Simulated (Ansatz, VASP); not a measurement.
# One calculation of AlN, two programs

INCAR

```
PREC = Accurate ; ENCUT = 520
EDIFF = 1E-6 ; ISMEAR = 0
SIGMA = 0.05 ; LREAL = F
LASPH = T ; NELM = 100
ALGO = Normal ; ISIF = 2
LWAVE = F ; LCHARG = F
GGA = PS ; NBANDS = 16
```

The input KPOINTS:

```
regular mesh
0
Gamma
  9 9 6
```

Contents of POSCAR:

```
AlN
1.0
    3.3214000000      0.0000000000      0.0000000000
   -1.6607000000      2.8764167761      0.0000000000
    0.0000000000      0.0000000000      4.1826000000
Al N
2 2
Direct
    0.3333333333      0.6666666667      0.7500000000
    0.6666666667      0.3333333333      0.2500000000
    0.3333333333      0.6666666667      0.2500000000
    0.6666666667      0.3333333333      0.7500000000
```

Input for Ansatz:

```yaml
crystal:
  lattice:
    - [3.3214, 0.0, 0.0]
    - [-1.6607, 2.8764167761, 0.0]
    - [0.0, 0.0, 4.1826]
  atoms:
    - { symbol: Al, position: [0.3333333333, 0.6666666667, 0.75] }
    - { symbol: Al, position: [0.6666666667, 0.3333333333, 0.25] }
    - { symbol: "N", position: [0.3333333333, 0.6666666667, 0.25] }
    - { symbol: "N", position: [0.6666666667, 0.3333333333, 0.75] }
basis:
  ecutwfc: 520.0
kpoints:
  mp_grid: { grid: [9, 9, 6] }
hamiltonian:
  xc: pbesol
scf:
  occupations: { method: gaussian, width: 0.05 }
output:
  forces: true
  stress: true
  eigenvalues: true
```

Alike in both runs: task single point; functional PBEsol; k mesh 9 × 9 × 6; occupations gaussian, width 0.05 eV; no spin polarisation.

```csv
,VASP,Ansatz
version,VASP 6.6.1,Ansatz 0.2.0
potentials or method,"VASP PAW PBE potentials, release 64 (Al, N), cutoff 520 eV","scalar-relativistic, plane waves, PAW"
valence electrons in the cell,16,16
```

Ansatz gave:

| Property | Result |
| --- | --- |
| gap on the k mesh at the Fermi level (eV) | 3.15 |
| least direct gap on the mesh (eV) | 3.15 |
| pressure (GPa) | -4.4 |

**Question.** Which values does VASP return?

**Answer.** gap on the k mesh at the Fermi level (eV): 3.17; least direct gap on the mesh (eV): 3.17; pressure (GPa): -4.5.

VASP's potentials were made for PBE, not for PBEsol. With one functional, cell and mesh, what is left measures potentials, basis and numerics.
